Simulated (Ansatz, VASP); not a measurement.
## One calculation of Al2Cu, two programs

```
Al Cu
1.0
    -2.99855    2.99855    2.41246
     2.99855   -2.99855    2.41246
     2.99855    2.99855   -2.41246
Al Cu
4 2
Cartesian
  0.9549 2.0437 0.0000
  3.9534 0.9549 0.0000
  -0.9549 2.0437 2.4125
  2.0437 0.9549 2.4125
  0.0000 0.0000 3.6187
  0.0000 0.0000 1.2062
```

Alike in both runs: functional PBEsol; k mesh 10 × 10 × 10; occupations fermi-dirac, width 0.15 eV; no spin polarisation.

Ansatz relaxed the structure, and its values are those at the end. VASP's run is a single point on that final structure, the one shown.

```csv
,VASP,Ansatz
version,VASP 6.6.1,Ansatz 0.2.0
potentials or method,"VASP PAW PBE potentials, release 64 (Al, Cu), cutoff 520 eV","scalar-relativistic, plane waves, PAW"
valence electrons in the cell,34,50
```

|  | VASP | Ansatz | Ansatz less VASP |
| --- | --- | --- | --- |
| gap on the k mesh at the Fermi level (eV) | none | none | - |
| pressure (GPa) | -0.1 | 0.0 | +0.07 |

VASP's potentials were made for PBE, not for PBEsol, and Ansatz warns of the same on its side. A gap of «none» marks a metal or a gap that the smearing closes. VASP's potentials hold 34 valence electrons a cell and Ansatz's 50, so a difference there can come from the potentials and not from the codes.
